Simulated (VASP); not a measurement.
# BaTiO3 (Barioperovskite) (Amm2) in VASP: notebook

Aim: see how the results for BaTiO3 (Barioperovskite) move with the level of theory and the settings. Levels: PBEsol+D3(BJ), PBEsol+D4. Tasks: relaxation of cell and atoms.

Program: VASP 6.6.1. These are calculated values, not measurements. Logs are shortened: lines on timing, memory, paths and dates and some standing lists are left out, and cuts for length are marked.

## (1) The cell of the first run

It takes space group Amm2 (No. 38, orthorhombic). Conventional cell: a = 3.986 Å, b = 5.674 Å, c = 5.690 Å, α = 90.00°, β = 90.00°, γ = 90.00°. Within 3.7 Å of Ba (site symmetry mm2) lie 12 O at 2.77 to 2.92 Å and 8 Ti at 3.42 to 3.53 Å. Ti (site symmetry mm2) has 6 O at 1.93 to 2.09 Å within 2.6 Å. O (site symmetry m) has 2 Ti at 1.93 to 2.09 Å within 2.6 Å. Within 2.6 Å of O (site symmetry mm2) lie 2 Ti at 2.00 Å.

## (2) Relaxation of cell and atoms, PBEsol+D3(BJ)

File INCAR:

```
ALGO = Normal ; EDIFF = 1E-6
EDIFFG = -0.01 ; ENCUT = 600
GGA = PS ; IBRION = 2
ISIF = 3 ; ISMEAR = -1
IVDW = 12 ; LASPH = T
LCHARG = F ; LREAL = F
LWAVE = F ; NELM = 60
NSW = 60 ; PREC = Accurate
SIGMA = 0.05
```

File KPOINTS:

```
k-points
0
Gamma
  7 7 7
```

File POSCAR:

```
BaTiO3
1.0
    3.9855000000      0.0000000000      0.0000000000
    0.0000000000      2.8369000000      2.8451500000
    0.0000000000     -2.8369000000      2.8451500000
Ba Ti O
1 1 3
Direct
    0.0000000000      0.0000000000      0.0000000000
    0.5000000000      0.5124000000      0.5124000000
    0.5000000000      0.9918400000      0.5052400000
    0.5000000000      0.5052400000      0.9918400000
    0.0000000000      0.4874000000      0.4874000000
```

Potentials or basis: VASP PAW PBE potentials, release 64 (Ba_sv, Ti_sv, O).

Run with:

```bash
cat potpaw_PBE.64/Ba_sv/POTCAR potpaw_PBE.64/Ti_sv/POTCAR potpaw_PBE.64/O/POTCAR > POTCAR
mpirun -np 1 vasp_std > vasp.out
```

OUTCAR:

```text
EDIFF = 1E-6
   EDIFFG = -0.01
   ENCUT = 600
   GGA = PS
   IBRION = 2
   ISIF = 3
   ISMEAR = -1
   IVDW = 12
   LASPH = T
   LREAL = F
   NELM = 60
   NSW = 60
   PREC = Accurate
 IVDW          = 12

 ion  position               nearest neighbor table
   1  0.000  0.000  0.000-   5 2.77   4 2.81   3 2.81   3 2.81   4 2.81   5 2.84   5 2.84   4 2.84
                             3 2.84   3 2.84   4 2.84   5 2.92   2 3.42   2 3.42   2 3.47   2 3.47
   2  0.500  0.512  0.512-   3 1.93   4 1.93   5 2.00   5 2.00   3 2.09   4 2.09   1 3.42   1 3.42
                             1 3.47   1 3.47   1 3.47   1 3.47   1 3.53   1 3.53
   3  0.500  0.992  0.505-   2 1.93   2 2.09   1 2.81   1 2.81   1 2.84   1 2.84
   4  0.500  0.505  0.992-   2 1.93   2 2.09   1 2.81   1 2.81   1 2.84   1 2.84
   5  0.000  0.487  0.487-   2 2.00   2 2.00   1 2.77   1 2.84   1 2.84   1 2.92

  LATTYP: Found a base centered orthorhombic cell.
 ALAT       =     5.6738000000
 B/A-ratio  =     1.0029081039
 C/A-ratio  =     0.7024392823

  Lattice vectors:

 A1 = (   0.0000000000,   2.8369000000,  -2.8451500000)
 A2 = (   0.0000000000,   2.8369000000,   2.8451500000)
 A3 = (   3.9855000000,   0.0000000000,   0.0000000000)

Analysis of symmetry for initial positions (statically):
=====================================================================
 Subroutine PRICEL returns:
 Original cell was already a primitive cell.

 Routine SETGRP: Setting up the symmetry group for a
 base centered orthorhombic supercell.

 Subroutine GETGRP returns: Found  4 space group operations
 (whereof  4 operations were pure point group operations)
 out of a pool of  8 trial point group operations.

The static configuration has the point symmetry C_2v.

Analysis of symmetry for dynamics (positions and initial velocities):
=====================================================================
 Subroutine PRICEL returns:
 Original cell was already a primitive cell.

 Routine SETGRP: Setting up the symmetry group for a
 base centered orthorhombic supercell.

 Subroutine GETGRP returns: Found  4 space group operations
 (whereof  4 operations were pure point group operations)
 out of a pool of  8 trial point group operations.

The dynamic configuration has the point symmetry C_2v.

 Subroutine INISYM returns: Found  4 space group operations
 (whereof  4 operations are pure point group operations),
 and found     1 'primitive' translations

----------------------------------------------------------------------------------------

                                     Primitive cell

  volume of cell :      64.3372

  direct lattice vectors                    reciprocal lattice vectors
     3.985500000  0.000000000  0.000000000     0.250909547  0.000000000  0.000000000
     0.000000000  2.836900000  2.845150000     0.000000000  0.176248722  0.175737659
[... 92 lines left out ...]
   LREAL  =      F    real-space projection
   EDIFFG = -.1E-01   stopping-criterion for IOM
   NSW    =     60    number of steps for IOM
   IBRION =      2    ionic relax: 0-MD 1-quasi-New 2-CG
   NFREE  =      1    steps in history (QN), initial steepest desc. (CG)
   ISIF   =      3    stress and relaxation
   ISYM   =      2    0-nonsym 1-usesym 2-fastsym
   POTIM  = 0.5000    time-step for ionic-motion
   TEBEG  =    0.0;   TEEND  =   0.0 temperature during run
   PSTRESS=    0.0 pullay stress
   NELECT =      40.0000    total number of electrons
   NUPDOWN=      -1.0000    fix difference up-down
   EMIN   =  10.00;   EMAX   =-10.00  energy-range for DOS
   EFERMI =   0.00;   METHOD = LEGACY
   ISMEAR =    -1;   SIGMA  =   0.05  broadening in eV -4-tet -1-fermi 0-gaus
   EFERMI_NEDOS =   21; number of points for ismear=-14 and -15
   IALGO  =     38    algorithm
   IMIX   =      4    mixing-type and parameters
     AMIX     =   0.40;   BMIX     =  1.00
     AMIX_MAG =   1.60;   BMIX_MAG =  1.00
  volume/ion in A,a.u.               =      12.87        86.83
  Fermi-wavevector in a.u.,A,eV,Ry     =   1.397250  2.640420 26.562762  1.952308
  Thomas-Fermi vector in A             =   2.520525
   LORBIT       =      0    0 simple, 1 ext, 2 COOP (PROOUT), +10 PAW based schemes
   GGA     = PS    functional components
   LHFCALC =     F    Hartree Fock is set to
   AEXX    =    0.0000 exact exchange contribution
   IVDW    =    12    specifies the selected vdW correction
   LEPSILON=     F    determine dielectric tensor
   LRPA    =     F    only Hartree local field effects (RPA)
 conjugate gradient relaxation of ions
 non-spin polarized calculation
  energy-cutoff  :      600.00
  volume of cell :       64.34
 maximum number of plane-waves:      2177
 NGX is ok and might be reduce to    32
   NGX = 15   NGY = 17   NGZ = 17

--------------------------------------- Ionic step        1  -------------------------------------------

 number of electron      39.9999992 magnetization

 Free energy of the ion-electron system (eV)
  ---------------------------------------------------
  ext. energy  EPLUGINS =         0.00000000
  ---------------------------------------------------
  free energy    TOTEN  =       -41.98269976 eV

  energy without entropy =      -41.98269976  energy(sigma->0) =      -41.98269976

------------------------ aborting loop because EDIFF is reached ----------------------------------------

 Edisp (eV)   -1.31624

 E8    (eV) :    -0.9113
[... 114 lines left out ...]
  FREE ENERGIE OF THE ION-ELECTRON SYSTEM (eV)
  ---------------------------------------------------
  free  energy   TOTEN  =       -43.3410938558 eV

  energy  without entropy=      -43.3410938556  energy(sigma->0) =      -43.34109386

[... ionic steps 4 to 8 ...]

--------------------------------------- Ionic step        9  -------------------------------------------

 number of electron      39.9999991 magnetization

------------------------ aborting loop because EDIFF is reached ----------------------------------------
[... 81 lines left out ...]
--------------------------------------- Ionic step       11  -------------------------------------------

 number of electron      39.9999991 magnetization

 Free energy of the ion-electron system (eV)
  ---------------------------------------------------
  ext. energy  EPLUGINS =         0.00000000
  ---------------------------------------------------
  free energy    TOTEN  =       -41.99354223 eV

  energy without entropy =      -41.99354223  energy(sigma->0) =      -41.99354223

 E-fermi :   4.9058     XC(G=0): -11.6554

 val. band max:        3.8210814640   @ k =   0.4286   0.4286   0.4286
 cond. band min:       5.8610408252   @ k =   0.0000   0.0000   0.0000
 fundamental gap:      2.0399593612
 Fermi energy:         4.9058125335

 k-point     1 :       0.0000    0.0000    0.0000
  band No.  band energies     occupation
      1     -52.2259      2.00000
      2     -28.5961      2.00000
      3     -28.5927      2.00000
      4     -28.5691      2.00000
      5     -20.8142      2.00000
      6     -12.9704      2.00000
[... 637 lines left out ...]
     23       7.7999      0.00000
     24       9.4906      0.00000

 [... further k-points ...]

------------------------ aborting loop because EDIFF is reached ----------------------------------------

 Edisp (eV)   -1.35915

 E8    (eV) :    -0.9413
[... 28 lines left out ...]
  FREE ENERGIE OF THE ION-ELECTRON SYSTEM (eV)
  ---------------------------------------------------
  free  energy   TOTEN  =       -43.3526964385 eV

  energy  without entropy=      -43.3526964384  energy(sigma->0) =      -43.35269644

 reached required accuracy - stopping structural energy minimisation
```

CONTCAR:

```text
BaTiO3
   1.00000000000000
     3.9475169720177941    0.0000000000000000    0.0000000000000000
     0.0000000000000000    2.8086267490930665    2.8135047789377858
     0.0000000000000000   -2.8086267490930665    2.8135047789377858
  Ba              Ti              O
     1     1     3
Direct
     0.0000000000000000    0.0040443276307059    0.0040443276307059
     0.5000000000000000    0.5147383287330554    0.5147383287330554
     0.5000000000000000    0.9891745228599725    0.4948422529344871
     0.5000000000000000    0.4948422529344871    0.9891745228599725
     0.0000000000000000    0.4940805678417837    0.4940805678417837

  0.00000000E+00  0.00000000E+00  0.00000000E+00
  0.00000000E+00  0.00000000E+00  0.00000000E+00
  0.00000000E+00  0.00000000E+00  0.00000000E+00
  0.00000000E+00  0.00000000E+00  0.00000000E+00
  0.00000000E+00  0.00000000E+00  0.00000000E+00
```

Run time: 18 min. Hardware: 1 thread of AMD EPYC 7R13, shared host; peak memory 0.26 GiB.

Results:

* Free energy: -43.3527 eV
* Relaxed volume: 12.48 Å³/atom
* Relaxed cell: a = 3.948 Å, b = 3.975 Å, c = 3.975 Å, α = 89.90°, β = 90.00°, γ = 90.00°
* Space group after relaxing (to 0.05 Å): Amm2 (No. 38)
* Energy gained by relaxing: 10.8 meV/atom
* Ionic steps: 11
* Pressure after relaxing: 0.0 GPa
* Largest force after relaxing: 0.009 eV/Å
* Band gap on the k mesh: 2.04 eV, indirect (least direct gap 2.20 eV)
* Dispersion energy per atom: -0.272 eV

Forces in eV/Å, atoms in the order of the input:
```
Ba   0.000  0.000  0.003
Ti   0.000  0.000  0.009
O    0.000 -0.001 -0.002
O    0.000  0.001 -0.002
O    0.000  0.000 -0.007
```

The path:
```tsv
step	energy change (eV)	largest force (eV/Å)	pressure (GPa)	volume (Å³)
1	0.0000	0.2789	-5.71	64.34
2	0.0031	0.3318	7.24	60.16
3	-0.0422	0.2030	0.21	62.23
4	-0.0422	0.2032	0.29	62.19
5	-0.0472	0.1475	0.29	62.21
6	-0.0524	0.0624	0.22	62.24
7	-0.0535	0.0496	-0.28	62.46
8	-0.0535	0.0506	-0.26	62.44
9	-0.0535	0.0227	0.41	62.26
10	-0.0537	0.0238	0.09	62.35
11	-0.0538	0.0092	0.04	62.39
```

Final structure:
```yaml
crystal:
  lattice:
    - [3.94752, 0.00000, 0.00000]
    - [0.00000, 2.80863, 2.81350]
    - [0.00000, -2.80863, 2.81350]
  atoms:
    - { symbol: Ba, position: [0.00000, 0.00404, 0.00404] }
    - { symbol: Ti, position: [0.50000, 0.51474, 0.51474] }
    - { symbol: O, position: [0.50000, 0.98917, 0.49484] }
    - { symbol: O, position: [0.50000, 0.49484, 0.98917] }
    - { symbol: O, position: [0.00000, 0.49408, 0.49408] }
```

Levels at points of the mesh, in eV from the valence-band top:
| k point | band 18 | band 19 | band 20 | band 21 | band 22 | band 23 |
| --- | --- | --- | --- | --- | --- | --- |
| (0.00, 0.00, 0.00) | -0.24 | -0.22 | -0.16 | 2.04 | 2.15 | 2.21 |

Caveat: the PAW data sets were made with another functional, which shifts forces and pressure a little; spin-orbit coupling is left out, which moves the levels of the heavy elements. Expect the measured gap to be larger: semilocal functionals such as PBEsol lack the derivative discontinuity.

## (3) Relaxation of cell and atoms, PBEsol+D4

File INCAR:

```
PREC = Accurate
ENCUT = 600
EDIFF = 1E-7
ISMEAR = -1
SIGMA = 0.05
LREAL = False
LASPH = True
NELM = 60
ALGO = Normal
ISIF = 3
LWAVE = False
LCHARG = False
GGA = PS
IVDW = 13
IBRION = 2
NSW = 60
EDIFFG = -0.01
```

File KPOINTS:

```
Automatic mesh
0
Gamma
  7 7 7
```

POSCAR is that of step 2.

Potentials or basis: VASP PAW PBE potentials, release 64 (Ba_sv, Ti_sv, O).

Run with:

```bash
cat potpaw_PBE.64/Ba_sv/POTCAR potpaw_PBE.64/Ti_sv/POTCAR potpaw_PBE.64/O/POTCAR > POTCAR
mpirun -np 1 vasp_std > vasp.out
```

It took 21 min on 1 thread of AMD EPYC 7R13, shared host; peak memory 0.26 GiB.

The run converged. Its results:

```yaml
Free_energy: -42.6407 eV
Relaxed_volume: 12.67 Å³/atom
Relaxed_cell: a = 3.953 Å, b = 4.003 Å, c = 4.003 Å, α = 89.83°, β = 90.00°, γ = 90.00°
Space_group_after_relaxing_to_0.05_Å: Amm2 (No. 38)
Energy_gained_by_relaxing: 7.6 meV/atom
Ionic_steps: 13
Pressure_after_relaxing: 0.0 GPa
Largest_force_after_relaxing: 0.007 eV/Å
Band_gap_on_the_k_mesh: 2.13 eV, indirect (least direct gap 2.37 eV)
Dispersion_energy_per_atom: -0.126 eV
```

Forces in eV/Å, atoms in the order of the input:
```
Ba   0.000  0.000  0.004
Ti   0.000  0.000 -0.001
O    0.000  0.006  0.002
O    0.000 -0.006  0.002
O    0.000  0.000 -0.007
```

Step by step:
```tsv
step	energy change (eV)	largest force (eV/Å)	pressure (GPa)	volume (Å³)
1	0.0000	0.2831	-3.96	64.34
2	-0.0039	0.2346	4.82	61.42
3	-0.0233	0.2036	0.43	62.78
4	-0.0290	0.1572	0.35	62.85
5	-0.0362	0.0851	0.19	63.06
6	-0.0374	0.0626	-0.24	63.28
7	-0.0374	0.0644	-0.22	63.26
8	-0.0375	0.0307	0.43	63.10
9	-0.0376	0.0322	0.18	63.16
10	-0.0379	0.0175	0.05	63.25
11	-0.0379	0.0238	0.00	63.28
12	-0.0380	0.0141	-0.01	63.30
13	-0.0380	0.0072	-0.02	63.33
```

Final structure:
```
Ba Ti O
1.0
     3.95254    0.00000    0.00000
     0.00000    2.82620    2.83461
     0.00000   -2.82620    2.83461
Ba Ti O
1 1 3
Direct
  0.00000 0.00570 0.00570
  0.50000 0.51849 0.51849
  0.50000 0.98581 0.49434
  0.50000 0.49434 0.98581
  0.00000 0.49253 0.49253
```

Levels at points of the mesh, in eV from the valence-band top:
```csv
k point,band 18,band 19,band 20,band 21,band 22,band 23
"(0.00, 0.00, 0.00)",-0.33,-0.33,-0.24,2.13,2.29,2.36
```

Caveat: the PAW data sets were made with another functional, which shifts forces and pressure a little; spin-orbit coupling is left out, which moves the levels of the heavy elements.
